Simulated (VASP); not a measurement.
A run of VASP 6.6.1:

File INCAR:

```
SYSTEM = Sn2GeP2
ALGO = Normal
EDIFF = 1E-6
EDIFFG = -0.04
ENCUT = 600
GGA = PE
IBRION = 2
ISIF = 3
ISMEAR = 0
LASPH = .True.
LCHARG = .False.
LREAL = .False.
LWAVE = .False.
NELM = 80
NSW = 90
PREC = Accurate
SIGMA = 0.1
```

KPOINTS

```
k-points
0
Gamma
  6 6 2
  0 0 0
```

The input POSCAR:

```
Sn2GeP2
1.0
    4.4948987200      0.0000000000      0.0000000000
   -2.2474493600      3.8926964800      0.0000000000
    0.0000000000      0.0000000000      7.5926852500
Sn Ge P
2 1 2
Direct
    0.6666666700      0.3333333300      0.3703289900
    0.3333333300      0.6666666700      0.6296710100
    0.0000000000      0.0000000000      0.0000000000
    0.6666666700      0.3333333300      0.7460269900
    0.3333333300      0.6666666700      0.2539730100
```

Potentials or basis: VASP PAW PBE potentials, release 64 (Sn_d, Ge_d, P).

Run with:

```console
$ cat potpaw_PBE.64/Sn_d/POTCAR potpaw_PBE.64/Ge_d/POTCAR potpaw_PBE.64/P/POTCAR > POTCAR
$ mpirun -np 1 vasp_std > vasp.out
```

Hardware: 1 thread of Intel(R) Xeon(R) Platinum 8559C (Emerald Rapids) (shared host).

How long does it take, and how much memory?

Wall time 6 min on 1 thread of Intel(R) Xeon(R) Platinum 8559C (Emerald Rapids), with other jobs on the host, peak memory 0.32 GiB. Counts: scf iterations 118, k points 14, ion steps 15.
